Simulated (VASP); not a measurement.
# PbS (Cmcm) in VASP: further runs

The runs below take PbS through single point, relaxation of cell and atoms, with PBE+D4, LDA, r2SCAN+rVV10, r2SCAN.

Program: VASP 6.6.1. These are calculated values, not measurements. Logs are shortened: lines on timing, memory, paths and dates and some standing lists are left out, and cuts for length are marked.

### Step 1. The cell of the first run

Symmetry: Cmcm, No. 63, orthorhombic system. The conventional cell has a = 4.112 Å, b = 11.637 Å, c = 4.271 Å, α = 90.00°, β = 90.00°, γ = 90.00°. Within 3.6 Å of Pb (site symmetry m2m) lie 5 S at 2.70 to 2.97 Å. Within 3.6 Å of S (site symmetry m2m) lie 5 Pb at 2.70 to 2.97 Å.

### Step 2. Single point, PBE+D4

INCAR reads:

```
SYSTEM = PbS
  PREC = Accurate
  ENCUT = 520
  EDIFF = 1E-7
  ISMEAR = -1
  SIGMA = 0.02
  LREAL = .FALSE.
  LASPH = .TRUE.
  NELM = 80
  ALGO = Normal
  ISIF = 2
  LWAVE = .FALSE.
  LCHARG = .FALSE.
  GGA = PE
  IVDW = 13
  NBANDS = 28
```

KPOINTS reads:

```
regular mesh
0
G
  6 6 6
  0 0 0
```

POSCAR reads:

```
PbS
1.0
    2.0560768234     -5.8182855480      0.0000000000
    2.0560768234      5.8182855480      0.0000000000
    0.0000000000      0.0000000000      4.2714887345
Pb S
2 2
Direct
    0.8729018532      0.1270981468      0.7500000000
    0.1270981468      0.8729018532      0.2500000000
    0.6404724249      0.3595275751      0.7500000000
    0.3595275751      0.6404724249      0.2500000000
```

Potentials or basis: VASP PAW PBE potentials, release 64 (Pb_d, S).

Started as:

```console
$ cat potpaw_PBE.64/Pb_d/POTCAR potpaw_PBE.64/S/POTCAR > POTCAR
$ mpirun -np 1 vasp_std > vasp.out
```

OUTCAR:

```text
SYSTEM = PbS
   PREC = Accurate
   ENCUT = 520
   EDIFF = 1E-7
   ISMEAR = -1
   LREAL = .FALSE.
   LASPH = .TRUE.
   NELM = 80
   ISIF = 2
   GGA = PE
   IVDW = 13

 ion  position               nearest neighbor table
   1  0.873  0.127  0.750-   3 2.70   4 2.97   4 2.97   4 2.97   4 2.97   2 3.65   2 3.65   2 4.12
                             2 4.12   2 4.12   2 4.12
   2  0.127  0.873  0.250-   4 2.70   3 2.97   3 2.97   3 2.97   3 2.97   1 3.65   1 3.65   1 4.12
                             1 4.12   1 4.12   1 4.12
   3  0.640  0.360  0.750-   1 2.70   2 2.97   2 2.97   2 2.97   2 2.97
   4  0.360  0.640  0.250-   2 2.70   1 2.97   1 2.97   1 2.97   1 2.97

  LATTYP: Found a base centered orthorhombic cell.
 ALAT       =     4.1121536468
 B/A-ratio  =     2.8297996854
 C/A-ratio  =     1.0387473576

  Lattice vectors:

 A1 = (   2.0560768234,  -5.8182855480,   0.0000000000)
 A2 = (   2.0560768234,   5.8182855480,   0.0000000000)
 A3 = (   0.0000000000,   0.0000000000,   4.2714887345)

Analysis of symmetry for initial positions (statically):
=====================================================================
 Subroutine PRICEL returns:
 Original cell was already a primitive cell.

 Routine SETGRP: Setting up the symmetry group for a
 base centered orthorhombic supercell.

 Subroutine GETGRP returns: Found  8 space group operations
 (whereof  4 operations were pure point group operations)
 out of a pool of  8 trial point group operations.

The static configuration has the point symmetry C_2h.
 The point group associated with its full space group is D_2h.

Analysis of symmetry for dynamics (positions and initial velocities):
=====================================================================
 Subroutine PRICEL returns:
 Original cell was already a primitive cell.

 Routine SETGRP: Setting up the symmetry group for a
 base centered orthorhombic supercell.

 Subroutine GETGRP returns: Found  8 space group operations
 (whereof  4 operations were pure point group operations)
 out of a pool of  8 trial point group operations.

The dynamic configuration has the point symmetry C_2h.
 The point group associated with its full space group is D_2h.

 Subroutine INISYM returns: Found  8 space group operations
 (whereof  4 operations are pure point group operations),
 and found     1 'primitive' translations

----------------------------------------------------------------------------------------

                                     Primitive cell

  volume of cell :     102.1983

  direct lattice vectors                    reciprocal lattice vectors
     2.056076823 -5.818285548  0.000000000     0.243181575 -0.085935968  0.000000000
     2.056076823  5.818285548  0.000000000     0.243181575  0.085935968  0.000000000
     0.000000000  0.000000000  4.271488735     0.000000000  0.000000000  0.234110415

  length of vectors
     6.170891234  6.170891234  4.271488735     0.257919113  0.257919113  0.234110415

  position of ions in fractional coordinates (direct lattice)
     0.872901853  0.127098147  0.750000000
     0.127098147  0.872901853  0.250000000
     0.640472425  0.359527575  0.750000000
     0.359527575  0.640472425  0.250000000

  ion indices of the primitive-cell ions
   primitive index   ion index
                 1           1
                 2           2
                 3           3
                 4           4

----------------------------------------------------------------------------------------

 KPOINTS: regular mesh

Automatic generation of k-mesh.
 Grid dimensions read from file:
 generate k-points for:    6    6    6

 Generating k-lattice:

  Cartesian coordinates                     Fractional coordinates (reciprocal lattice)
     0.040530262 -0.014322661  0.000000000     0.166666667  0.000000000  0.000000000
     0.040530262  0.014322661  0.000000000     0.000000000  0.166666667  0.000000000
     0.000000000  0.000000000  0.039018402     0.000000000  0.000000000  0.166666667

  Length of vectors
     0.042986519  0.042986519  0.039018402

  Shift w.r.t. Gamma in fractional coordinates (k-lattice)
     0.000000000  0.000000000  0.000000000

 Subroutine IBZKPT returns following result:
 ===========================================

 Found     52 irreducible k-points:

 Following reciprocal coordinates:
            Coordinates               Weight
  0.000000  0.000000  0.000000      1.000000
  0.166667  0.000000  0.000000      4.000000
  0.333333  0.000000  0.000000      4.000000
  0.500000  0.000000  0.000000      2.000000
  0.166667  0.166667  0.000000      2.000000
  0.333333  0.166667  0.000000      4.000000
[... 16 lines left out ...]
  0.333333  0.333333  0.166667      4.000000
  0.500000  0.333333  0.166667      8.000000
 [... further k-points ...]
   k-points           NKPTS =     52   k-points in BZ     NKDIM =     52   number of bands    NBANDS=     28
   number of dos      NEDOS =    301   number of ions     NIONS =      4
   total plane-waves  NPLWV =  73728
   dimension x,y,z NGX =    48 NGY =   48 NGZ =   32
   dimension x,y,z NGXF=    96 NGYF=   96 NGZF=   64
   ions per type =               2   2
   NGX,Y,Z   is equivalent  to a cutoff of  12.93, 12.93, 12.45 a.u.
   NGXF,Y,Z  is equivalent  to a cutoff of  25.86, 25.86, 24.91 a.u.
 SYSTEM =  PbS
   PREC   = accura    normal or accurate (medium, high low for compatibility)
   ISTART =      0    job   : 0-new  1-cont  2-samecut
   ICHARG =      2    charge: 1-file 2-atom 10-const
   ISPIN  =      1    spin polarized calculation?
   LNONCOLLINEAR =      F non collinear calculations
   LSORBIT =      F    spin-orbit coupling
   LASPH  =      T    aspherical Exc in radial PAW
   ENCUT  =  520.0 eV  38.22 Ry    6.18 a.u.  11.47 11.47  7.94*2*pi/ulx,y,z
   NELM   =     80;   NELMIN=  2; NELMDL= -5     # of ELM steps
   EDIFF  = 0.1E-06   stopping-criterion for ELM
   LREAL  =      F    real-space projection
   EDIFFG = 0.1E-05   stopping-criterion for IOM
   NSW    =      0    number of steps for IOM
   IBRION =     -1    ionic relax: 0-MD 1-quasi-New 2-CG
   NFREE  =      0    steps in history (QN), initial steepest desc. (CG)
   ISIF   =      2    stress and relaxation
   ISYM   =      2    0-nonsym 1-usesym 2-fastsym
   POTIM  = 0.5000    time-step for ionic-motion
   TEBEG  =    0.0;   TEEND  =   0.0 temperature during run
   PSTRESS=    0.0 pullay stress
   NELECT =      40.0000    total number of electrons
   NUPDOWN=      -1.0000    fix difference up-down
   EMIN   =  10.00;   EMAX   =-10.00  energy-range for DOS
   EFERMI =   0.00;   METHOD = LEGACY
   ISMEAR =    -1;   SIGMA  =   0.02  broadening in eV -4-tet -1-fermi 0-gaus
   EFERMI_NEDOS =   21; number of points for ismear=-14 and -15
   IALGO  =     38    algorithm
   IMIX   =      4    mixing-type and parameters
     AMIX     =   0.40;   BMIX     =  1.00
     AMIX_MAG =   1.60;   BMIX_MAG =  1.00
  volume/ion in A,a.u.               =      25.55       172.42
  Fermi-wavevector in a.u.,A,eV,Ry     =   1.197513  2.262972 19.511267  1.434038
  Thomas-Fermi vector in A             =   2.333426
   LORBIT       =      0    0 simple, 1 ext, 2 COOP (PROOUT), +10 PAW based schemes
   GGA     = PE    functional components
   LHFCALC =     F    Hartree Fock is set to
   AEXX    =    0.0000 exact exchange contribution
   IVDW    =    13    specifies the selected vdW correction
   LEPSILON=     F    determine dielectric tensor
   LRPA    =     F    only Hartree local field effects (RPA)
 non-spin polarized calculation
  energy-cutoff  :      520.00
  volume of cell :      102.20
 maximum number of plane-waves:      2782
 NGX is ok and might be reduce to    48
   NGX = 23   NGY = 23   NGZ = 15

 number of electron      40.0000007 magnetization

 Free energy of the ion-electron system (eV)
  ---------------------------------------------------
  ext. energy  EPLUGINS =         0.00000000
  ---------------------------------------------------
  free energy    TOTEN  =       -17.34034638 eV

  energy without entropy =      -17.34034638  energy(sigma->0) =      -17.34034638

 E-fermi :   5.7951     XC(G=0):  -9.8124

 val. band max:        5.3997055401   @ k =   0.5000   0.5000   0.3333
 cond. band min:       6.6315114438   @ k =   0.5000   0.5000   0.0000
 fundamental gap:      1.2318059037
 Fermi energy:         5.7951221524

 k-point     1 :       0.0000    0.0000    0.0000
  band No.  band energies     occupation
      1     -11.0471      2.00000
      2     -10.9483      2.00000
      3     -10.9464      2.00000
      4     -10.9250      2.00000
      5     -10.8800      2.00000
      6     -10.8792      2.00000
[... 20 lines left out ...]
     27      11.5754      0.00000
     28      12.5107      0.00000

 k-point     2 :       0.1667    0.0000    0.0000
  band No.  band energies     occupation
      1     -11.0293      2.00000
      2     -10.9449      2.00000
      3     -10.9371      2.00000
      4     -10.9098      2.00000
      5     -10.8917      2.00000
      6     -10.8827      2.00000
[... 20 lines left out ...]
     27      12.0110      0.00000
     28      12.8770      0.00000

 k-point     3 :       0.3333    0.0000    0.0000
  band No.  band energies     occupation
      1     -10.9891      2.00000
      2     -10.9397      2.00000
      3     -10.9269      2.00000
      4     -10.9134      2.00000
      5     -10.8984      2.00000
      6     -10.8890      2.00000
[... 20 lines left out ...]
     27      13.4366      0.00000
     28      13.5260      0.00000

 k-point     4 :       0.5000    0.0000    0.0000
  band No.  band energies     occupation
      1     -10.9577      2.00000
      2     -10.9379      2.00000
      3     -10.9377      2.00000
      4     -10.9252      2.00000
      5     -10.9044      2.00000
      6     -10.8903      2.00000
[... 578 lines left out ...]
     27      11.4817      0.00000
     28      13.0362      0.00000

 k-point    23 :       0.3333    0.3333    0.1667
  band No.  band energies     occupation
      1     -10.9845      2.00000
      2     -10.9489      2.00000
      3     -10.9371      2.00000
      4     -10.9099      2.00000
      5     -10.9008      2.00000
      6     -10.8897      2.00000
[... 20 lines left out ...]
     27      12.6218      0.00000
     28      13.3260      0.00000

 k-point    24 :       0.5000    0.3333    0.1667
  band No.  band energies     occupation
      1     -11.0091      2.00000
      2     -10.9367      2.00000
      3     -10.9180      2.00000
      4     -10.9108      2.00000
      5     -10.8994      2.00000
      6     -10.8932      2.00000
[... 20 lines left out ...]
     27      12.7405      0.00000
     28      13.2018      0.00000

 [... further k-points ...]

------------------------ aborting loop because EDIFF is reached ----------------------------------------

  DFT-D4 for vdW energy calculation

  Edisp (eV):   -1.55667

  FORCE on cell =-STRESS in cart. coord.  units (eV):
  Direction    XX          YY          ZZ          XY          YZ          ZX
  --------------------------------------------------------------------------------------
  -------------------------------------------------------------------------------------
  Total      -0.04359    -0.05808    -0.04022     0.00000     0.00000     0.00000
  in kB      -0.68340    -0.91046    -0.63052     0.00000     0.00000     0.00000
  external pressure =       -0.74 kB  Pullay stress =        0.00 kB

 VOLUME and BASIS-vectors are now :
 -----------------------------------------------------------------------------
  energy-cutoff  :      520.00
  volume of cell :      102.20
      direct lattice vectors                 reciprocal lattice vectors
     2.056076823 -5.818285548  0.000000000     0.243181575 -0.085935968  0.000000000
     2.056076823  5.818285548  0.000000000     0.243181575  0.085935968  0.000000000
     0.000000000  0.000000000  4.271488735     0.000000000  0.000000000  0.234110415

 POSITION                                       TOTAL-FORCE (eV/Angst)
 -----------------------------------------------------------------------------------
      2.05608     -4.33930      3.20362         0.000000      0.005751      0.000000
      2.05608      4.33930      1.06787         0.000000     -0.005751     -0.000000
      2.05608     -1.63462      3.20362         0.000000      0.000359     -0.000000
      2.05608      1.63462      1.06787         0.000000     -0.000359     -0.000000
 -----------------------------------------------------------------------------------
    total drift:                               -0.000000     -0.000000     -0.000000

  FREE ENERGIE OF THE ION-ELECTRON SYSTEM (eV)
  ---------------------------------------------------
  free  energy   TOTEN  =       -18.8970188593 eV

  energy  without entropy=      -18.8970188593  energy(sigma->0) =      -18.89701886
```

Wall time 67 s (1 thread of Intel Xeon 6975P-C (Granite Rapids), shared host); peak memory 0.31 GiB.

What came out:

```yaml
Free_energy: -18.8970 eV
Pressure: -0.1 GPa
Largest_force: 0.006 eV/Å
Band_gap_on_the_k_mesh: 1.23 eV, indirect (least direct gap 1.29 eV)
Dispersion_energy_per_atom: -0.389 eV
```

Forces on the atoms (eV/Å):
```
Pb   0.000  0.006  0.000
Pb   0.000 -0.006  0.000
S    0.000  0.000  0.000
S    0.000  0.000  0.000
```

Levels at points of the mesh, in eV from the valence-band top:
```
           k point  band 18  band 19  band 20  band 21  band 22  band 23
(0.00, 0.00, 0.00)    -1.80    -1.56    -0.62     4.57     4.70     4.97
(0.50, 0.00, 0.00)    -1.21    -0.43    -0.32     1.76     1.77     2.02
(0.50, 0.50, 0.00)    -1.72    -1.34    -0.60     1.23     4.43     4.73
(0.00, 0.00, 0.50)    -1.15    -0.05    -0.05     1.78     1.78     2.75
(0.50, 0.00, 0.50)    -3.34    -1.44    -1.44     3.35     3.35     5.45
(0.50, 0.50, 0.50)    -1.15    -0.49    -0.49     1.66     1.66     3.27
```

Caveat: spin-orbit coupling is left out, which moves the levels of the heavy elements. A k mesh can miss the band edges.

### Step 3. Single point, LDA

This run uses another cell than the first one, of 25.80 Å³/atom, 1.010 times its volume.

INCAR reads:

```
PREC     = Accurate       # precision mode
ENCUT    = 520            # plane-wave cutoff, eV
EDIFF    = 1E-6           # SCF threshold, eV
ISMEAR   = 0              # smearing method
SIGMA    = 0.01           # smearing width, eV
LREAL    = False          # projectors in reciprocal space
LASPH    = True           # aspherical terms in the spheres
NELM     = 80             # most SCF steps
ALGO     = Normal         # electronic algorithm
ISIF     = 2              # what is computed and relaxed
LWAVE    = False          # write WAVECAR
LCHARG   = False          # write CHGCAR
NBANDS   = 28             # bands
```

KPOINTS reads:

```
Automatic mesh
0
Gamma
  6 6 6
```

POSCAR reads:

```
PbS
1.0
    2.0637484146     -5.8692756833      0.0000000000
    2.0637484146      5.8692756833      0.0000000000
    0.0000000000      0.0000000000      4.2604423703
Pb S
2 2
Direct
    0.8722772600      0.1277227400      0.7500000000
    0.1277227400      0.8722772600      0.2500000000
    0.6436799886      0.3563200114      0.7500000000
    0.3563200114      0.6436799886      0.2500000000
```

Potentials or basis: VASP PAW LDA potentials, release 64 (Pb_d, S).

Started as:

```console
$ cat potpaw_LDA.64/Pb_d/POTCAR potpaw_LDA.64/S/POTCAR > POTCAR
$ mpirun -np 1 vasp_std > vasp.out
```

It took 55 s on 1 thread of Intel Xeon 6975P-C (Granite Rapids), shared host; peak memory 0.28 GiB.

Results (log left out):

```yaml
Free_energy: -19.8309 eV
Pressure: -2.7 GPa
Largest_force: 0.086 eV/Å
Band_gap_on_the_k_mesh: 1.03 eV, indirect (least direct gap 1.17 eV)
```

Forces in eV/Å, atoms in the order of the input:
```
Pb   0.000  0.086  0.000
Pb   0.000 -0.086  0.000
S    0.000 -0.014  0.000
S    0.000  0.014  0.000
```

Stress tensor (GPa, compression positive):
```
-2.77  0.00  0.00
 0.00 -2.23  0.00
 0.00  0.00 -3.00
```

Levels at points of the mesh, in eV from the valence-band top:
```csv
k point,band 18,band 19,band 20,band 21,band 22,band 23
"(0.00, 0.00, 0.00)",-1.75,-1.51,-0.53,4.56,4.58,4.78
"(0.50, 0.00, 0.00)",-1.19,-0.40,-0.38,1.68,1.71,1.99
"(0.50, 0.50, 0.00)",-1.83,-1.32,-0.49,1.03,4.30,4.69
"(0.00, 0.00, 0.50)",-1.12,-0.09,-0.09,1.68,1.68,2.64
"(0.50, 0.00, 0.50)",-3.30,-1.44,-1.44,3.27,3.27,5.24
"(0.50, 0.50, 0.50)",-1.17,-0.56,-0.56,1.64,1.64,3.13
```

Caveat: spin-orbit coupling is left out, which moves the levels of the heavy elements. A k mesh can miss the band edges.

### Step 4. Single point, r2SCAN+rVV10

This run uses another cell than the first one, of 25.80 Å³/atom, 1.010 times its volume.

POSCAR is that of step 3.

INCAR.step1 reads:

```
SYSTEM = PbS
PREC = Accurate
ENCUT = 520
ISMEAR = -1
SIGMA = 0.02
LREAL = .FALSE.
LASPH = .TRUE.
NELM = 100
NBANDS = 28
GGA = PE
ALGO = Normal
EDIFF = 1E-4
LWAVE = .TRUE.
LCHARG = .FALSE.
```

INCAR.step2 reads:

```
SYSTEM = PbS
PREC = Accurate
ENCUT = 520
EDIFF = 1E-7
ISMEAR = -1
SIGMA = 0.02
LREAL = .FALSE.
LASPH = .TRUE.
NELM = 100
ALGO = Normal
ISIF = 2
LWAVE = .FALSE.
LCHARG = .TRUE.
METAGGA = R2SCAN
LMIXTAU = .TRUE.
LUSE_VDW = .TRUE.
IVDW_NL = 2
BPARAM = 11.95
CPARAM = 0.0093
LELF = .TRUE.
LVHAR = .TRUE.
NBANDS = 28
ISTART = 1
```

KPOINTS reads:

```
regular mesh
0
G
  6 6 6
  0 0 0
```

Potentials or basis: VASP PAW PBE potentials, release 64 (Pb_d, S).

Started as:

```console
$ cat potpaw_PBE.64/Pb_d/POTCAR potpaw_PBE.64/S/POTCAR > POTCAR
$ cp INCAR.step1 INCAR
$ mpirun -np 1 vasp_std > vasp.out
$ cp INCAR.step2 INCAR
$ mpirun -np 1 vasp_std > vasp.out
```

It took 5.5 min on 1 thread of Intel Xeon 6975P-C (Granite Rapids), shared host; peak memory 0.63 GiB.

It converged, with:

| Property | Result |
| --- | --- |
| Free energy | -130.1298 eV |
| Pressure | 0.1 GPa |
| Largest force | 0.012 eV/Å |
| Band gap on the k mesh | 1.40 eV, indirect (least direct gap 1.64 eV) |

Forces on the atoms (eV/Å):
```
Pb   0.000 -0.009  0.000
Pb   0.000  0.009  0.000
S    0.000  0.012  0.000
S    0.000 -0.012  0.000
```

Levels at points of the mesh, in eV from the valence-band top:
| k point | band 17 | band 18 | band 19 | band 20 | band 21 | band 22 | band 23 | band 24 |
| --- | --- | --- | --- | --- | --- | --- | --- | --- |
| (0.00, 0.00, 0.00) | -2.52 | -1.83 | -1.61 | -0.59 | 5.04 | 5.05 | 5.27 | 5.96 |
| (0.50, 0.00, 0.00) | -1.51 | -1.29 | -0.39 | -0.35 | 2.10 | 2.13 | 2.38 | 3.35 |
| (0.50, 0.50, 0.00) | -2.08 | -1.92 | -1.42 | -0.52 | 1.40 | 4.77 | 5.15 | 5.29 |
| (0.00, 0.00, 0.50) | -1.24 | -1.24 | -0.09 | -0.09 | 2.12 | 2.12 | 3.05 | 3.05 |
| (0.50, 0.00, 0.50) | -3.36 | -3.36 | -1.53 | -1.53 | 3.70 | 3.70 | 5.76 | 5.76 |
| (0.50, 0.50, 0.50) | -1.28 | -1.28 | -0.47 | -0.47 | 2.05 | 2.05 | 3.55 | 3.55 |

Caveat: the PAW data sets were made with another functional, which shifts forces and pressure a little; spin-orbit coupling is left out, which moves the levels of the heavy elements.

(Part 1 of 2 ends here.)
